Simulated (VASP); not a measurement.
# TaN (P6/mmm) in VASP: a series of runs

The runs below take TaN through relaxation of cell and atoms, with PBEsol.

Program: VASP 6.6.1. These are calculated values, not measurements. Logs are shortened: lines on timing, memory, paths and dates and some standing lists are left out, and cuts for length are marked.

**1. The cell of the first run**

Symmetry: P6/mmm, No. 191, hexagonal system. The conventional cell has a = 5.037 Å, b = 5.037 Å, c = 2.846 Å, α = 90.00°, β = 90.00°, γ = 120.00°. Ta (site symmetry 6/mmm) has 6 N at 2.52 Å and 14 Ta at 2.85 to 3.24 Å within 3.3 Å. Ta (site symmetry -6m2) has 6 N at 2.03 Å within 2.7 Å. Within 2.7 Å of N (site symmetry mmm) lie 6 Ta at 2.03 to 2.52 Å and 4 N at 2.52 Å.

**2. Relaxation of cell and atoms, PBEsol, target pressure 30 GPa, at which the enthalpy is minimised**

Contents of INCAR:

```
PREC = Accurate
ENCUT = 600
EDIFF = 1E-6
ISMEAR = 0
SIGMA = 0.1
LREAL = False
LASPH = True
NELM = 100
ALGO = Normal
ISIF = 3
LWAVE = False
LCHARG = False
GGA = PS
IBRION = 2
NSW = 70
EDIFFG = -0.008
PSTRESS = 300.0
```

Contents of KPOINTS:

```
regular mesh
0
Gamma
  12 12 12
```

Contents of POSCAR:

```
TaN
1.0
    5.0366727452      0.0000000000      0.0000000000
   -2.5183363726      4.3618865478      0.0000000000
    0.0000000000      0.0000000000      2.8461995567
Ta N
3 3
Direct
    0.0000000000      0.0000000000      0.0000000000
    0.3333333333      0.6666666667      0.5000000000
    0.6666666667      0.3333333333      0.5000000000
    0.5000000000      0.0000000000      0.0000000000
    0.5000000000      0.5000000000      0.0000000000
    0.0000000000      0.5000000000      0.0000000000
```

Potentials or basis: VASP PAW PBE potentials, release 64 (Ta_pv, N).

Run with:

```console
$ cat potpaw_PBE.64/Ta_pv/POTCAR potpaw_PBE.64/N/POTCAR > POTCAR
$ mpirun -np 1 vasp_std > vasp.out
```

OUTCAR:

```text
PREC = Accurate
   ENCUT = 600
   EDIFF = 1E-6
   ISMEAR = 0
   LREAL = False
   LASPH = True
   NELM = 100
   ISIF = 3
   GGA = PS
   IBRION = 2
   NSW = 70
   EDIFFG = -0.008
   PSTRESS = 300.0

 ion  position               nearest neighbor table
   1  0.000  0.000  0.000-   5 2.52   6 2.52   6 2.52   5 2.52   4 2.52   4 2.52   3 3.24   3 3.24
                             2 3.24   2 3.24   2 3.24   3 3.24   2 3.24   3 3.24   2 3.24   3 3.24
   2  0.333  0.667  0.500-   4 2.03   4 2.03   6 2.03   6 2.03   5 2.03   5 2.03   3 2.91   3 2.91
                             3 2.91   1 3.24   1 3.24   1 3.24   1 3.24   1 3.24   1 3.24
   3  0.667  0.333  0.500-   4 2.03   4 2.03   6 2.03   6 2.03   5 2.03   5 2.03   2 2.91   2 2.91
                             2 2.91   1 3.24   1 3.24   1 3.24   1 3.24   1 3.24   1 3.24
   4  0.500  0.000  0.000-   2 2.03   3 2.03   2 2.03   3 2.03   1 2.52   1 2.52
   5  0.500  0.500  0.000-   2 2.03   3 2.03   2 2.03   3 2.03   1 2.52   1 2.52
   6  0.000  0.500  0.000-   2 2.03   3 2.03   2 2.03   3 2.03   1 2.52   1 2.52

  LATTYP: Found a hexagonal cell.
 ALAT       =     5.0366727452
 C/A-ratio  =     0.5650951929

  Lattice vectors:

 A1 = (   5.0366727452,   0.0000000000,   0.0000000000)
 A2 = (  -2.5183363726,   4.3618865478,   0.0000000000)
 A3 = (   0.0000000000,   0.0000000000,   2.8461995567)

Analysis of symmetry for initial positions (statically):
=====================================================================
 Subroutine PRICEL returns:
 Original cell was already a primitive cell.

 Routine SETGRP: Setting up the symmetry group for a
 hexagonal supercell.

 Subroutine GETGRP returns: Found 24 space group operations
 (whereof 24 operations were pure point group operations)
 out of a pool of 24 trial point group operations.

The static configuration has the point symmetry D_6h.

Analysis of symmetry for dynamics (positions and initial velocities):
=====================================================================
 Subroutine PRICEL returns:
 Original cell was already a primitive cell.

 Routine SETGRP: Setting up the symmetry group for a
 hexagonal supercell.

 Subroutine GETGRP returns: Found 24 space group operations
 (whereof 24 operations were pure point group operations)
 out of a pool of 24 trial point group operations.

The dynamic configuration has the point symmetry D_6h.

 Subroutine INISYM returns: Found 24 space group operations
 (whereof 24 operations are pure point group operations),
 and found     1 'primitive' translations

----------------------------------------------------------------------------------------

                                     Primitive cell

  volume of cell :      62.5293

  direct lattice vectors                    reciprocal lattice vectors
     5.036672745  0.000000000  0.000000000     0.198543771  0.114629300  0.000000000
    -2.518336373  4.361886548  0.000000000     0.000000000  0.229258599  0.000000000
     0.000000000  0.000000000  2.846199557     0.000000000  0.000000000  0.351345709

  length of vectors
     5.036672745  5.036672745  2.846199557     0.229258599  0.229258599  0.351345709

  position of ions in fractional coordinates (direct lattice)
     0.000000000  0.000000000  0.000000000
     0.333333333  0.666666667  0.500000000
     0.666666667  0.333333333  0.500000000
     0.500000000  0.000000000  0.000000000
     0.500000000  0.500000000  0.000000000
     0.000000000  0.500000000  0.000000000

  ion indices of the primitive-cell ions
   primitive index   ion index
                 1           1
                 2           2
                 3           3
                 4           4
                 5           5
                 6           6

----------------------------------------------------------------------------------------

 KPOINTS: regular mesh

Automatic generation of k-mesh.
 Grid dimensions read from file:
 generate k-points for:   12   12   12

 Generating k-lattice:

  Cartesian coordinates                     Fractional coordinates (reciprocal lattice)
     0.016545314  0.009552442  0.000000000     0.083333333  0.000000000  0.000000000
     0.000000000  0.019104883  0.000000000     0.000000000  0.083333333  0.000000000
     0.000000000  0.000000000  0.029278809     0.000000000  0.000000000  0.083333333

  Length of vectors
     0.019104883  0.019104883  0.029278809

  Shift w.r.t. Gamma in fractional coordinates (k-lattice)
     0.000000000  0.000000000  0.000000000

 Subroutine IBZKPT returns following result:
 ===========================================

 Found    133 irreducible k-points:

 Following reciprocal coordinates:
            Coordinates               Weight
  0.000000  0.000000  0.000000      1.000000
  0.083333  0.000000  0.000000      6.000000
  0.166667 -0.000000  0.000000      6.000000
  0.250000 -0.000000  0.000000      6.000000
  0.333333 -0.000000  0.000000      6.000000
  0.416667  0.000000  0.000000      6.000000
[... 16 lines left out ...]
  0.250000 -0.000000  0.083333     12.000000
  0.333333 -0.000000  0.083333     12.000000
 [... further k-points ...]
   k-points           NKPTS =    133   k-points in BZ     NKDIM =    133   number of bands    NBANDS=     28
   number of dos      NEDOS =    301   number of ions     NIONS =      6
   total plane-waves  NPLWV =  38400
   dimension x,y,z NGX =    40 NGY =   40 NGZ =   24
   dimension x,y,z NGXF=    80 NGYF=   80 NGZF=   48
   ions per type =               3   3
   NGX,Y,Z   is equivalent  to a cutoff of  13.20, 13.20, 14.02 a.u.
   NGXF,Y,Z  is equivalent  to a cutoff of  26.41, 26.41, 28.04 a.u.
 SYSTEM =  unknown system
   PREC   = accura    normal or accurate (medium, high low for compatibility)
   ISTART =      0    job   : 0-new  1-cont  2-samecut
   ICHARG =      2    charge: 1-file 2-atom 10-const
   ISPIN  =      1    spin polarized calculation?
   LNONCOLLINEAR =      F non collinear calculations
   LSORBIT =      F    spin-orbit coupling
   LASPH  =      T    aspherical Exc in radial PAW
   ENCUT  =  600.0 eV  44.10 Ry    6.64 a.u.  10.06 10.06  5.68*2*pi/ulx,y,z
   NELM   =    100;   NELMIN=  2; NELMDL= -5     # of ELM steps
   EDIFF  = 0.1E-05   stopping-criterion for ELM
   LREAL  =      F    real-space projection
   EDIFFG = -.8E-02   stopping-criterion for IOM
   NSW    =     70    number of steps for IOM
   IBRION =      2    ionic relax: 0-MD 1-quasi-New 2-CG
   NFREE  =      1    steps in history (QN), initial steepest desc. (CG)
   ISIF   =      3    stress and relaxation
   ISYM   =      2    0-nonsym 1-usesym 2-fastsym
   POTIM  = 0.5000    time-step for ionic-motion
   TEBEG  =    0.0;   TEEND  =   0.0 temperature during run
   PSTRESS=  300.0 pullay stress
   NELECT =      48.0000    total number of electrons
   NUPDOWN=      -1.0000    fix difference up-down
   EMIN   =  10.00;   EMAX   =-10.00  energy-range for DOS
   EFERMI =   0.00;   METHOD = LEGACY
   ISMEAR =     0;   SIGMA  =   0.10  broadening in eV -4-tet -1-fermi 0-gaus
   EFERMI_NEDOS =   21; number of points for ismear=-14 and -15
   IALGO  =     38    algorithm
   IMIX   =      4    mixing-type and parameters
     AMIX     =   0.40;   BMIX     =  1.00
     AMIX_MAG =   1.60;   BMIX_MAG =  1.00
  volume/ion in A,a.u.               =      10.42        70.33
  Fermi-wavevector in a.u.,A,eV,Ry     =   1.498974  2.832650 30.571243  2.246923
  Thomas-Fermi vector in A             =   2.610664
   LORBIT       =      0    0 simple, 1 ext, 2 COOP (PROOUT), +10 PAW based schemes
   GGA     = PS    functional components
   LHFCALC =     F    Hartree Fock is set to
   AEXX    =    0.0000 exact exchange contribution
   IVDW    =     0    specifies the selected vdW correction
   LEPSILON=     F    determine dielectric tensor
   LRPA    =     F    only Hartree local field effects (RPA)
 conjugate gradient relaxation of ions
 non-spin polarized calculation
 Gauss-broadening in eV      SIGMA  =   0.10
  energy-cutoff  :      600.00
  volume of cell :       62.53
 maximum number of plane-waves:      2112
   NGX = 21   NGY = 21   NGZ = 11

--------------------------------------- Ionic step        1  -------------------------------------------

 number of electron      47.9999997 magnetization

 Free energy of the ion-electron system (eV)
  ---------------------------------------------------
  ext. energy  EPLUGINS =         0.00000000
  ---------------------------------------------------
  free energy    TOTEN  =       -68.16467394 eV

  energy without entropy =      -68.16120686  energy(sigma->0) =      -68.16294040

------------------------ aborting loop because EDIFF is reached ----------------------------------------

  FORCE on cell =-STRESS in cart. coord.  units (eV):
  Direction    XX          YY          ZZ          XY          YZ          ZX
  --------------------------------------------------------------------------------------
  -------------------------------------------------------------------------------------
  Total       12.0894023     12.0894023     14.6350682     -0.0000000      0.0000000      0.0000000
  in kB      309.7647304    309.7647304    374.9919012     -0.0000000      0.0000000      0.0000000
  external PRESSURE =      31.5071207 kB  Pullay stress =     300.0000000 kB
[... 153 lines left out ...]
  enthalpy is  TOTEN    =       -56.4681462218 eV   P V=       11.7383578308

--------------------------------------- Ionic step        5  -------------------------------------------

 number of electron      47.9999996 magnetization

 Free energy of the ion-electron system (eV)
  ---------------------------------------------------
  ext. energy  EPLUGINS =         0.00000000
  ---------------------------------------------------
  free energy    TOTEN  =       -68.22835253 eV

  energy without entropy =      -68.22420181  energy(sigma->0) =      -68.22627717

 E-fermi :   8.8911     XC(G=0): -13.6204

 val. band max:        8.8642013411   @ k =   0.1667  -0.0000   0.1667
 cond. band min:       8.9252215988   @ k =   0.2500  -0.0000   0.1667
 fundamental gap:      0.0610202577
 Fermi energy:         8.8910808925

 k-point     1 :       0.0000    0.0000    0.0000
  band No.  band energies     occupation
      1     -27.2531      2.00000
      2     -27.2531      2.00000
      3     -26.7801      2.00000
      4     -26.7801      2.00000
      5     -26.5339      2.00000
      6     -26.3815      2.00000
[... 733 lines left out ...]
     27      10.7517      0.00000
     28      10.9637      0.00000

 [... further k-points ...]
[... 5 lines left out ...]
  --------------------------------------------------------------------------------------
  -------------------------------------------------------------------------------------
  Total       11.7471161     11.7471161     11.7288518      0.0000000      0.0000000      0.0000000
  in kB      299.6813568    299.6813568    299.2154137      0.0000000      0.0000000      0.0000000
  external PRESSURE =      -0.4739575 kB  Pullay stress =     300.0000000 kB
[... 21 lines left out ...]
  FREE ENERGIE OF THE ION-ELECTRON SYSTEM (eV)
  ---------------------------------------------------
  free  energy   TOTEN  =       -68.2283525339 eV

  energy  without entropy=      -68.2242018106  energy(sigma->0) =      -68.22627717

  enthalpy is  TOTEN    =       -56.4687460155 eV   P V=       11.7596065184

 reached required accuracy - stopping structural energy minimisation
```

Run time: 19 min. Hardware: 1 thread of Intel Xeon 8259CL, shared host; peak memory 0.37 GiB.

Results:

```
Free energy                                                : -68.2284 eV
Relaxed volume                                             : 10.47 Å³/atom
Relaxed cell                                               : a = 5.024 Å, b = 5.024 Å, c = 2.873 Å, α = 90.00°, β = 90.00°, γ = 120.00°
Space group after relaxing (to 0.1 Å)                      : P6/mmm (No. 191)
Energy change on relaxing (the run minimises the enthalpy) : -10.6 meV/atom
Ionic steps                                                : 5
Pressure after relaxing                                    : 30.0 GPa
Band gap on the k mesh                                     : zero (bands 24 and 25 overlap by 2.44 eV)
```

The path:
| step | energy change (eV) | largest force (eV/Å) | pressure (GPa) | volume (Å³) |
| --- | --- | --- | --- | --- |
| 1 | 0.0000 | 0.0000 | 33.15 | 62.53 |
| 2 | -0.2944 | 0.0000 | 18.53 | 64.39 |
| 3 | -0.1065 | 0.0000 | 28.85 | 63.05 |
| 4 | -0.0418 | 0.0000 | 30.50 | 62.69 |
| 5 | -0.0637 | 0.0000 | 29.95 | 62.80 |

Final structure:
```cif
data_structure
_symmetry_space_group_name_H-M 'P 1'
_symmetry_Int_Tables_number 1
_cell_length_a 5.0243
_cell_length_b 5.0243
_cell_length_c 2.8727
_cell_angle_alpha 90.000
_cell_angle_beta 90.000
_cell_angle_gamma 120.000
_cell_volume 62.80
loop_
_atom_site_label
_atom_site_type_symbol
_atom_site_fract_x
_atom_site_fract_y
_atom_site_fract_z
_atom_site_occupancy
Ta1 Ta 0.00000 0.00000 0.00000 1
Ta2 Ta 0.33333 0.66667 0.50000 1
Ta3 Ta 0.66667 0.33333 0.50000 1
N1 N 0.50000 0.00000 0.00000 1
N2 N 0.50000 0.50000 0.00000 1
N3 N 0.00000 0.50000 0.00000 1
```

Levels at points of the mesh, in eV from the Fermi level:
| k point | band 22 | band 23 | band 24 | band 25 | band 26 | band 27 |
| --- | --- | --- | --- | --- | --- | --- |
| (0.00, 0.00, 0.00) | -2.64 | -2.11 | -1.40 | -1.40 | 0.65 | 0.65 |
| (0.50, 0.00, 0.00) | -2.85 | -1.76 | -0.62 | 1.55 | 1.95 | 1.98 |
| (0.00, 0.00, 0.50) | -3.18 | -2.04 | 0.98 | 0.98 | 1.34 | 2.13 |
| (0.50, 0.00, 0.50) | -3.46 | -2.38 | -1.31 | 1.14 | 1.55 | 3.20 |

Caveat: the cell is relaxed towards a set pressure, so the run minimises the enthalpy, not the energy; the PAW data sets were made with another functional, which shifts forces and pressure a little; spin-orbit coupling is left out, which moves the levels of the heavy elements. Zero-point motion and thermal expansion aren't in these numbers.

**3. Relaxation of cell and atoms, PBEsol, target pressure 15 GPa, at which the enthalpy is minimised**

This run uses another cell than the first one, of 10.84 Å³/atom.

Contents of INCAR:

```
PREC     = Accurate       # precision mode
ENCUT    = 600            # plane-wave cutoff, eV
EDIFF    = 1E-7           # SCF threshold, eV
ISMEAR   = 0              # smearing method
SIGMA    = 0.1            # smearing width, eV
LREAL    = False          # projectors in reciprocal space
LASPH    = True           # aspherical terms in the spheres
NELM     = 60             # most SCF steps
ALGO     = Normal         # electronic algorithm
ISIF     = 3              # what is computed and relaxed
LWAVE    = False          # write WAVECAR
LCHARG   = False          # write CHGCAR
GGA      = PS             # functional
IBRION   = 2              # ionic algorithm
NSW      = 70             # ionic steps
EDIFFG   = -0.008         # ionic threshold
PSTRESS  = 150.0
```

KPOINTS is that of step 2.

Changes to POSCAR since step 2:

```diff
@@ -2,5 +2,5 @@
 1.0
-    5.0366727452      0.0000000000      0.0000000000
-   -2.5183363726      4.3618865478      0.0000000000
-    0.0000000000      0.0000000000      2.8461995567
+    5.1132298487      0.0000000000      0.0000000000
+   -2.5566149244      4.4281869444      0.0000000000
+    0.0000000000      0.0000000000      2.8727006777
 Ta N
```

Potentials or basis: VASP PAW PBE potentials, release 64 (Ta_pv, N).

Run with:

```console
$ cat potpaw_PBE.64/Ta_pv/POTCAR potpaw_PBE.64/N/POTCAR > POTCAR
$ mpirun -np 1 vasp_std > vasp.out
```

It took 22 min on 1 thread of Intel Xeon 8259CL, shared host; peak memory 0.39 GiB.

It converged, with:

```
Free energy                                                : -68.5743 eV
Relaxed volume                                             : 10.88 Å³/atom
Relaxed cell                                               : a = 5.109 Å, b = 5.109 Å, c = 2.887 Å, α = 90.00°, β = 90.00°, γ = 120.00°
Space group after relaxing (to 0.1 Å)                      : P6/mmm (No. 191)
Energy change on relaxing (the run minimises the enthalpy) : -4.2 meV/atom
Ionic steps                                                : 5
Pressure after relaxing                                    : 15.0 GPa
Band gap on the k mesh                                     : zero (bands 24 and 25 overlap by 2.32 eV)
```

Step by step:
| step | energy change (eV) | largest force (eV/Å) | pressure (GPa) | volume (Å³) |
| --- | --- | --- | --- | --- |
| 1 | 0.0000 | 0.0000 | 16.88 | 65.04 |
| 2 | -0.0950 | 0.0000 | 8.97 | 66.25 |
| 3 | -0.0352 | 0.0000 | 14.56 | 65.38 |
| 4 | -0.0208 | 0.0000 | 15.15 | 65.23 |
| 5 | -0.0250 | 0.0000 | 14.98 | 65.27 |

Final structure:
```
Ta N
1.0
     5.10923    0.00000    0.00000
    -2.55462    4.42473    0.00000
     0.00000    0.00000    2.88718
Ta N
3 3
Direct
  0.00000 0.00000 0.00000
  0.33333 0.66667 0.50000
  0.66667 0.33333 0.50000
  0.50000 0.00000 0.00000
  0.50000 0.50000 0.00000
  0.00000 0.50000 0.00000
```

Levels at points of the mesh, in eV from the Fermi level:
| k point | band 21 | band 22 | band 23 | band 24 | band 25 | band 26 | band 27 | band 28 |
| --- | --- | --- | --- | --- | --- | --- | --- | --- |
| (0.00, 0.00, 0.00) | -3.03 | -2.60 | -2.13 | -1.37 | -1.37 | 0.72 | 0.72 | 1.39 |
| (0.50, 0.00, 0.00) | -3.58 | -2.91 | -1.76 | -0.70 | 1.40 | 1.87 | 1.90 | 2.33 |
| (0.00, 0.00, 0.50) | -3.18 | -3.18 | -2.00 | 0.90 | 0.90 | 1.42 | 1.89 | 2.69 |
| (0.50, 0.00, 0.50) | -3.53 | -3.32 | -2.29 | -1.30 | 1.07 | 1.42 | 3.16 | 3.58 |

Caveat: the cell is relaxed towards a set pressure, so the run minimises the enthalpy, not the energy; the PAW data sets were made with another functional, which shifts forces and pressure a little; spin-orbit coupling is left out, which moves the levels of the heavy elements.
